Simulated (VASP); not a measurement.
# Au (P-1) in VASP: a series of runs

The runs below take Au through single point, with PBE.

Everything below comes from runs of VASP 6.6.1. Logs are shortened: lines on timing, memory, paths and dates and some standing lists are left out, and cuts for length are marked.

### 1 The cell of the first run

The typed cell holds 2 atoms: a = 2.815 Å, b = 2.820 Å, c = 5.191 Å, α = 103.14°, β = 102.66°, γ = 90.26°.

### 2 Single point, PBE

File INCAR:

```
  PREC = Accurate
  ENCUT = 520
  EDIFF = 1E-6
  ISMEAR = -1
  SIGMA = 0.05
  LREAL = F
  LASPH = T
  NELM = 60
  ALGO = Fast
  ISIF = 2
  LWAVE = F
  LCHARG = F
  GGA = PE
  NBANDS = 18
```

File KPOINTS:

```
regular mesh
0
Gamma
  10 10 6
```

File POSCAR:

```
Au
1.0
    2.8154890579      0.0000000000      0.0000000000
   -0.0129553469      2.8201795887      0.0000000000
   -1.1378916452     -1.1854109603      4.9240140333
Au
2
Direct
    0.6728620000      0.6659620000      0.2740550000
    0.3271380000      0.3340380000      0.7259450000
```

Potentials or basis: VASP PAW PBE potentials, release 64 (Au).

Launch:

```sh
cat potpaw_PBE.64/Au/POTCAR > POTCAR
mpirun -np 1 vasp_std > vasp.out
```

OUTCAR:

```text
PREC = Accurate
   ENCUT = 520
   EDIFF = 1E-6
   ISMEAR = -1
   LREAL = F
   LASPH = T
   NELM = 60
   ISIF = 2
   GGA = PE

 ion  position               nearest neighbor table
   1  0.673  0.666  0.274-   2 2.74   2 2.92   2 2.98   2 3.00   2 3.05
   2  0.327  0.334  0.726-   1 2.74   1 2.92   1 2.98   1 3.00   1 3.05

  LATTYP: Found a triclinic cell.
 ALAT       =     2.8154890579
 B/A-ratio  =     1.4186468224
 C/A-ratio  =     2.8424930260
 COS(alpha) =     0.0022337933
 COS(beta)  =     0.5581870929
 COS(gamma) =     0.7081406305

  Lattice vectors:

 A1 = (  -2.8154890579,   0.0000000000,   0.0000000000)
 A2 = (  -2.8284444048,   2.8201795887,   0.0000000000)
 A3 = (  -4.4671757768,  -4.4549482171,  -4.9240140333)

Analysis of symmetry for initial positions (statically):
=====================================================================
 Subroutine PRICEL returns:
 Original cell was already a primitive cell.

 Routine SETGRP: Setting up the symmetry group for a
 triclinic supercell.

 Subroutine GETGRP returns: Found  2 space group operations
 (whereof  2 operations were pure point group operations)
 out of a pool of  2 trial point group operations.

The static configuration has the point symmetry S_2 .

Analysis of symmetry for dynamics (positions and initial velocities):
=====================================================================
 Subroutine PRICEL returns:
 Original cell was already a primitive cell.

 Routine SETGRP: Setting up the symmetry group for a
 triclinic supercell.

 Subroutine GETGRP returns: Found  2 space group operations
 (whereof  2 operations were pure point group operations)
 out of a pool of  2 trial point group operations.

The dynamic configuration has the point symmetry S_2 .

 Subroutine INISYM returns: Found  2 space group operations
 (whereof  2 operations are pure point group operations),
 and found     1 'primitive' translations

----------------------------------------------------------------------------------------

                                     Primitive cell

  volume of cell :      39.0976

  direct lattice vectors                    reciprocal lattice vectors
[... 81 lines left out ...]
   ISPIN  =      1    spin polarized calculation?
   LNONCOLLINEAR =      F non collinear calculations
   LSORBIT =      F    spin-orbit coupling
   LASPH  =      T    aspherical Exc in radial PAW
   ENCUT  =  520.0 eV  38.22 Ry    6.18 a.u.   5.23  5.24  9.65*2*pi/ulx,y,z
   NELM   =     60;   NELMIN=  2; NELMDL= -5     # of ELM steps
   EDIFF  = 0.1E-05   stopping-criterion for ELM
   LREAL  =      F    real-space projection
   EDIFFG = 0.1E-04   stopping-criterion for IOM
   NSW    =      0    number of steps for IOM
   IBRION =     -1    ionic relax: 0-MD 1-quasi-New 2-CG
   NFREE  =      0    steps in history (QN), initial steepest desc. (CG)
   ISIF   =      2    stress and relaxation
   ISYM   =      2    0-nonsym 1-usesym 2-fastsym
   POTIM  = 0.5000    time-step for ionic-motion
   TEBEG  =    0.0;   TEEND  =   0.0 temperature during run
   PSTRESS=    0.0 pullay stress
   NELECT =      22.0000    total number of electrons
   NUPDOWN=      -1.0000    fix difference up-down
   EMIN   =  10.00;   EMAX   =-10.00  energy-range for DOS
   EFERMI =   0.00;   METHOD = LEGACY
   ISMEAR =    -1;   SIGMA  =   0.05  broadening in eV -4-tet -1-fermi 0-gaus
   EFERMI_NEDOS =   21; number of points for ismear=-14 and -15
   IALGO  =     68    algorithm
   IMIX   =      4    mixing-type and parameters
     AMIX     =   0.40;   BMIX     =  1.00
     AMIX_MAG =   1.60;   BMIX_MAG =  1.00
  volume/ion in A,a.u.               =      19.55       131.92
  Fermi-wavevector in a.u.,A,eV,Ry     =   1.351551  2.554061 24.853627  1.826690
  Thomas-Fermi vector in A             =   2.478963
   LORBIT       =      0    0 simple, 1 ext, 2 COOP (PROOUT), +10 PAW based schemes
   GGA     = PE    functional components
   LHFCALC =     F    Hartree Fock is set to
   AEXX    =    0.0000 exact exchange contribution
   IVDW    =     0    specifies the selected vdW correction
   LEPSILON=     F    determine dielectric tensor
   LRPA    =     F    only Hartree local field effects (RPA)
 non-spin polarized calculation
 RMM-DIIS sequential band-by-band and
  energy-cutoff  :      520.00
  volume of cell :       39.10
 maximum number of plane-waves:      1074
 NGX is ok and might be reduce to    24
   NGX = 11   NGY = 11   NGZ = 19

 number of electron      22.0000000 magnetization

 Free energy of the ion-electron system (eV)
  ---------------------------------------------------
  ext. energy  EPLUGINS =         0.00000000
  ---------------------------------------------------
  free energy    TOTEN  =        -6.23085283 eV

  energy without entropy =       -6.22725651  energy(sigma->0) =       -6.22905467

 E-fermi :   7.1991     XC(G=0): -11.8215

 val. band max:        7.1714470021   @ k =   0.4000  -0.1000   0.3333
 cond. band min:       7.2110884679   @ k =   0.3000  -0.4000   0.3333
 fundamental gap:      0.0396414657
 Fermi energy:         7.1990721594

 k-point     1 :       0.0000    0.0000    0.0000
  band No.  band energies     occupation
      1      -1.2527      2.00000
      2       1.2079      2.00000
      3       1.5146      2.00000
      4       2.0324      2.00000
      5       2.5893      2.00000
      6       4.3288      2.00000
[... 481 lines left out ...]
      5       3.0861      2.00000
      6       3.5277      2.00000
[... 10 lines left out ...]
     17      19.7843      0.00000
     18      24.2303      0.00000

 [... further k-points ...]

------------------------ aborting loop because EDIFF is reached ----------------------------------------

  FORCE on cell =-STRESS in cart. coord.  units (eV):
  Direction    XX          YY          ZZ          XY          YZ          ZX
  --------------------------------------------------------------------------------------
  -------------------------------------------------------------------------------------
  Total       -0.3735307     -0.4418578      0.1129080      0.0559478      0.1613727      0.2069338
  in kB      -15.3068892    -18.1068620      4.6268485      2.2926814      6.6128803      8.4799279
  external PRESSURE =      -9.5956342 kB  Pullay stress =       0.0000000 kB

 VOLUME and BASIS-vectors are now :
 -----------------------------------------------------------------------------
  energy-cutoff  :      520.00
  volume of cell :       39.10
      direct lattice vectors                 reciprocal lattice vectors
     2.815489058  0.000000000  0.000000000     0.355178081  0.001631618  0.082470989
    -0.012955347  2.820179589  0.000000000     0.000000000  0.354587348  0.085363633
    -1.137891645 -1.185410960  4.924014033     0.000000000  0.000000000  0.203086342

 POSITION                                       TOTAL-FORCE (eV/Angst)
 -----------------------------------------------------------------------------------
      1.57396      1.55326      1.34945         0.030391      0.027533      0.041183
      0.09068      0.08150      3.57456        -0.030391     -0.027533     -0.041183
 -----------------------------------------------------------------------------------
    total drift:                                0.000000     -0.000000      0.000000

  FREE ENERGIE OF THE ION-ELECTRON SYSTEM (eV)
  ---------------------------------------------------
  free  energy   TOTEN  =        -6.2308528346 eV

  energy  without entropy=       -6.2272565137  energy(sigma->0) =       -6.22905467
```

OSZICAR:

```text
N       E                     dE             d eps       ncg     rms          rms(c)
DAV:   1     0.122286486816E+03    0.12229E+03   -0.11572E+04 10960   0.117E+03
DAV:   2    -0.465356967969E+01   -0.12694E+03   -0.12091E+03 11568   0.254E+02
DAV:   3    -0.675646566561E+01   -0.21029E+01   -0.20914E+01 12930   0.330E+01
DAV:   4    -0.676696751219E+01   -0.10502E-01   -0.10500E-01 12346   0.243E+00
DAV:   5    -0.676708407383E+01   -0.11656E-03   -0.11656E-03 12420   0.275E-01    0.998E+00
RMM:   6    -0.625846980743E+01    0.50861E+00   -0.96187E-01 10951   0.725E+00    0.667E+00
RMM:   7    -0.623436758288E+01    0.24102E-01   -0.90153E-02 11332   0.238E+00    0.339E+00
RMM:   8    -0.623094825395E+01    0.34193E-02   -0.93031E-03 11653   0.737E-01    0.421E-01
RMM:   9    -0.623083553040E+01    0.11272E-03   -0.98367E-04 12124   0.234E-01    0.109E-01
RMM:  10    -0.623085018842E+01   -0.14658E-04   -0.15116E-04 12231   0.838E-02    0.642E-02
RMM:  11    -0.623085194220E+01   -0.17538E-05   -0.27799E-05 12128   0.348E-02    0.193E-02
RMM:  12    -0.623085283461E+01   -0.89241E-06   -0.73608E-06 11374   0.185E-02
   1 F= -.62308528E+01 E0= -.62290547E+01  d E =-.359632E-02
```

stdout:

```text
POSCAR found type information on POSCAR Au
 POSCAR found :  1 types and       2 ions
 scaLAPACK will be used
 LDA part: xc-table for (Slater+PW92), standard interpolation
 POSCAR, INCAR and KPOINTS ok, starting setup
 FFT: planning ... GRIDC
 FFT: planning ... GRID_SOFT
 FFT: planning ... GRID
 WAVECAR not read
 entering main loop
```

It took 55 s on 1 thread of Intel Xeon 6975P-C (Granite Rapids), shared host; peak memory 0.29 GiB.

What came out:

```yaml
Free_energy: -6.2309 eV
Pressure: -1.0 GPa
Largest_force: 0.058 eV/Å
Band_gap_on_the_k_mesh: zero (bands 11 and 12 overlap by 5.04 eV)
```

Forces in eV/Å, atoms in the order of the input:
```
Au   0.030  0.028  0.041
Au  -0.030 -0.028 -0.041
```

Caveat: spin-orbit coupling is left out, which moves the levels of the heavy elements.

### 3 Single point, PBE (atoms moved at random)

File INCAR:

```
SYSTEM = Au
PREC     = Accurate       ! precision mode
ENCUT    = 520            ! plane-wave cutoff, eV
EDIFF    = 1E-6           ! SCF threshold, eV
ISMEAR   = -1             ! smearing method
SIGMA    = 0.05           ! smearing width, eV
LREAL    = .False.        ! projectors in reciprocal space
LASPH    = .True.         ! aspherical terms in the spheres
NELM     = 60             ! most SCF steps
ALGO     = Fast           ! electronic algorithm
ISIF     = 2              ! what is computed and relaxed
LWAVE    = .False.        ! write WAVECAR
LCHARG   = .False.        ! write CHGCAR
GGA      = PE             ! functional
NBANDS   = 18             ! bands
```

File KPOINTS:

```
Automatic mesh
0
Gamma
  10 10 6
  0 0 0
```

File POSCAR:

```
Au
1.0
    2.8154890579      0.0000000000      0.0000000000
   -0.0129553469      2.8201795887      0.0000000000
   -1.1378916452     -1.1854109603      4.9240140333
Au
2
Direct
    0.6669780000      0.6345200000      0.2717050000
    0.3283250000      0.3241780000      0.7250720000
```

Potentials or basis: VASP PAW PBE potentials, release 64 (Au).

Launch:

```sh
cat potpaw_PBE.64/Au/POTCAR > POTCAR
mpirun -np 1 vasp_std > vasp.out
```

It took 58 s on 1 thread of Intel Xeon 6975P-C (Granite Rapids), shared host; peak memory 0.29 GiB.

Results (log left out):

| Quantity | Value |
| --- | --- |
| Free energy | -6.2271 eV |
| Pressure | -0.9 GPa |
| Largest force | 0.160 eV/Å |
| Band gap on the k mesh | zero (bands 11 and 12 overlap by 5.03 eV) |

Forces in eV/Å, atoms in the order of the input:
```
Au   0.049  0.051  0.143
Au  -0.049 -0.051 -0.143
```

Stress tensor (GPa, compression positive):
```
-1.67  0.12  0.75
 0.12 -1.98  0.32
 0.75  0.32  1.00
```

Levels at points of the mesh, in eV from the Fermi level:
| k point | band 8 | band 9 | band 10 | band 11 | band 12 | band 13 | band 14 | band 15 |
| --- | --- | --- | --- | --- | --- | --- | --- | --- |
| (0.00, 0.00, 0.00) | -2.36 | -2.29 | -2.02 | -1.63 | 0.03 | 2.73 | 14.07 | 14.31 |
| (0.50, 0.00, 0.00) | -2.83 | -2.32 | -1.80 | 0.45 | 1.15 | 2.82 | 5.54 | 9.61 |
| (0.00, 0.50, 0.00) | -2.72 | -2.27 | -1.89 | 0.35 | 1.19 | 2.61 | 5.55 | 9.43 |
| (0.50, 0.50, 0.00) | -1.39 | -0.84 | -0.81 | 2.75 | 4.77 | 5.96 | 6.71 | 7.21 |
| (0.00, 0.00, 0.50) | -2.95 | -1.96 | -1.71 | -1.62 | -1.55 | 9.40 | 11.48 | 12.32 |
| (0.50, 0.00, 0.50) | -2.42 | -2.02 | -1.98 | 0.08 | 1.36 | 1.69 | 4.91 | 9.92 |
| (0.00, 0.50, 0.50) | -2.45 | -2.13 | -1.93 | 0.17 | 1.40 | 1.69 | 4.91 | 10.04 |
| (0.50, 0.50, 0.50) | -1.55 | -0.84 | -0.80 | 3.00 | 5.26 | 5.59 | 6.57 | 7.16 |

Caveat: the cell differs from its parent crystal (atoms moved at random); spin-orbit coupling is left out, which moves the levels of the heavy elements.

### 4 Single point, PBE

File INCAR:

```
SYSTEM = Au
ALGO = Fast
EDIFF = 1E-7
ENCUT = 520
GGA = PE
ISIF = 2
ISMEAR = -1
LASPH = .TRUE.
LCHARG = .FALSE.
LREAL = .FALSE.
LWAVE = .FALSE.
NBANDS = 18
NELM = 80
PREC = Accurate
SIGMA = 0.05
```

File KPOINTS:

```
k-points
0
G
  10 10 6
  0 0 0
```

File POSCAR:

```
Au
1.0
    2.8154890579      0.0000000000      0.0000000000
   -0.0129553469      2.8201795887      0.0000000000
   -1.1378916452     -1.1854109603      4.9240140333
Au
2
Direct
    0.6728620000      0.6659620000      0.2740550000
    0.3271380000      0.3340380000      0.7259450000
```

Potentials or basis: VASP PAW PBE potentials, release 64 (Au).

Launch:

```sh
cat potpaw_PBE.64/Au/POTCAR > POTCAR
mpirun -np 1 vasp_std > vasp.out
```

OUTCAR:

```text
SYSTEM = Au
   EDIFF = 1E-7
   ENCUT = 520
   GGA = PE
   ISIF = 2
   ISMEAR = -1
   LASPH = .TRUE.
   LREAL = .FALSE.
   NELM = 80
   PREC = Accurate

 ion  position               nearest neighbor table
   1  0.673  0.666  0.274-   2 2.74   2 2.92   2 2.98   2 3.00   2 3.05
   2  0.327  0.334  0.726-   1 2.74   1 2.92   1 2.98   1 3.00   1 3.05

  LATTYP: Found a triclinic cell.
 ALAT       =     2.8154890579
 B/A-ratio  =     1.4186468224
 C/A-ratio  =     2.8424930260
[... 697 lines left out ...]

------------------------ aborting loop because EDIFF is reached ----------------------------------------

  FORCE on cell =-STRESS in cart. coord.  units (eV):
  Direction    XX          YY          ZZ          XY          YZ          ZX
  --------------------------------------------------------------------------------------
  -------------------------------------------------------------------------------------
  Total       -0.3770921     -0.4454117      0.1101686      0.0559728      0.1612152      0.2067649
  in kB      -15.4528343    -18.2524963      4.5145905      2.2937078      6.6064296      8.4730062
  external PRESSURE =      -9.7302467 kB  Pullay stress =       0.0000000 kB

 VOLUME and BASIS-vectors are now :
 -----------------------------------------------------------------------------
  energy-cutoff  :      520.00
  volume of cell :       39.10
      direct lattice vectors                 reciprocal lattice vectors
     2.815489058  0.000000000  0.000000000     0.355178081  0.001631618  0.082470989
    -0.012955347  2.820179589  0.000000000     0.000000000  0.354587348  0.085363633
    -1.137891645 -1.185410960  4.924014033     0.000000000  0.000000000  0.203086342

 POSITION                                       TOTAL-FORCE (eV/Angst)
 -----------------------------------------------------------------------------------
      1.57396      1.55326      1.34945         0.030310      0.027450      0.041764
      0.09068      0.08150      3.57456        -0.030310     -0.027450     -0.041764
 -----------------------------------------------------------------------------------
    total drift:                                0.000000     -0.000000      0.000000

  FREE ENERGIE OF THE ION-ELECTRON SYSTEM (eV)
  ---------------------------------------------------
  free  energy   TOTEN  =        -6.2308528538 eV

  energy  without entropy=       -6.2272564354  energy(sigma->0) =       -6.22905464
```

OSZICAR:

```text
N       E                     dE             d eps       ncg     rms          rms(c)
DAV:   1     0.122286486816E+03    0.12229E+03   -0.11572E+04 10960   0.117E+03
DAV:   2    -0.465356967969E+01   -0.12694E+03   -0.12091E+03 11568   0.254E+02
DAV:   3    -0.675646566561E+01   -0.21029E+01   -0.20914E+01 12930   0.330E+01
DAV:   4    -0.676696751219E+01   -0.10502E-01   -0.10500E-01 12346   0.243E+00
DAV:   5    -0.676708407383E+01   -0.11656E-03   -0.11656E-03 12420   0.275E-01    0.998E+00
RMM:   6    -0.625846980743E+01    0.50861E+00   -0.96187E-01 10951   0.725E+00    0.667E+00
RMM:   7    -0.623436758288E+01    0.24102E-01   -0.90153E-02 11332   0.238E+00    0.339E+00
RMM:   8    -0.623094825395E+01    0.34193E-02   -0.93031E-03 11653   0.737E-01    0.421E-01
RMM:   9    -0.623083553040E+01    0.11272E-03   -0.98367E-04 12124   0.234E-01    0.109E-01
RMM:  10    -0.623085018842E+01   -0.14658E-04   -0.15116E-04 12231   0.838E-02    0.642E-02
RMM:  11    -0.623085194219E+01   -0.17538E-05   -0.27799E-05 12153   0.348E-02    0.193E-02
RMM:  12    -0.623085283438E+01   -0.89219E-06   -0.73568E-06 12190   0.185E-02    0.476E-03
RMM:  13    -0.623085286205E+01   -0.27670E-07   -0.18949E-06 11923   0.826E-03    0.447E-03
RMM:  14    -0.623085285384E+01    0.82098E-08   -0.28266E-07  8945   0.307E-03
   1 F= -.62308529E+01 E0= -.62290546E+01  d E =-.359642E-02
```

Run time: 67 s. Hardware: 1 thread of Intel Xeon 6975P-C (Granite Rapids), shared host; peak memory 0.29 GiB.

Results:

```
Free energy            : -6.2309 eV
Pressure               : -1.0 GPa
Largest force          : 0.058 eV/Å
Band gap on the k mesh : zero (bands 11 and 12 overlap by 5.04 eV)
```

Forces in eV/Å, atoms in the order of the input:
```
Au   0.030  0.027  0.042
Au  -0.030 -0.027 -0.042
```

Levels at points of the mesh, in eV from the Fermi level:
```csv
k point,band 7,band 8,band 9,band 10,band 11,band 12,band 13,band 14,band 15,band 16
"(0.00, 0.00, 0.00)",-2.85,-2.32,-2.25,-2.02,-1.64,0.04,2.71,14.00,14.13,15.53
"(0.50, 0.00, 0.00)",-3.30,-2.89,-2.31,-1.81,0.47,1.13,2.83,5.53,9.71,11.58
"(0.00, 0.50, 0.00)",-3.27,-2.83,-2.29,-1.86,0.42,1.14,2.69,5.49,9.67,11.81
"(0.50, 0.50, 0.00)",-2.22,-1.38,-0.83,-0.82,2.74,4.66,5.98,6.65,7.27,8.95
"(0.00, 0.00, 0.50)",-3.43,-3.00,-1.97,-1.74,-1.63,-1.58,9.34,11.53,12.40,12.56
"(0.50, 0.00, 0.50)",-2.60,-2.40,-2.02,-1.98,0.05,1.34,1.70,4.92,9.89,14.44
"(0.00, 0.50, 0.50)",-2.69,-2.41,-2.04,-2.00,0.08,1.37,1.67,4.95,9.87,14.19
"(0.50, 0.50, 0.50)",-2.34,-1.64,-0.84,-0.81,3.07,5.27,5.55,6.62,7.14,8.61
```

Caveat: spin-orbit coupling is left out, which moves the levels of the heavy elements.

### 5 Summary

```csv
cell,further INCAR settings,gap on the mesh (eV),pressure (GPa),largest force (eV/Å)
"as given, atomic positions A",ALGO = Fast; EDIFF = 1e-06; NBANDS = 18,none,-1.0,0.06
"as given, atomic positions B",ALGO = Fast; EDIFF = 1e-06; NBANDS = 18,none,-0.9,0.16
"as given, atomic positions A",ALGO = Fast; EDIFF = 1e-07; NBANDS = 18,none,-1.0,0.06
```

Alike in all rows: task single point; level PBE; potentials or basis VASP PAW PBE potentials, release 64 (Au); no spin polarisation; k mesh 10 × 10 × 6; cutoff (eV) 520; smearing fermi-dirac 0.05 eV.

Caveats: spin-orbit coupling is left out, which moves the levels of the heavy elements.

Total energies depend on the potentials used, so only differences within one code and one set of settings carry meaning.
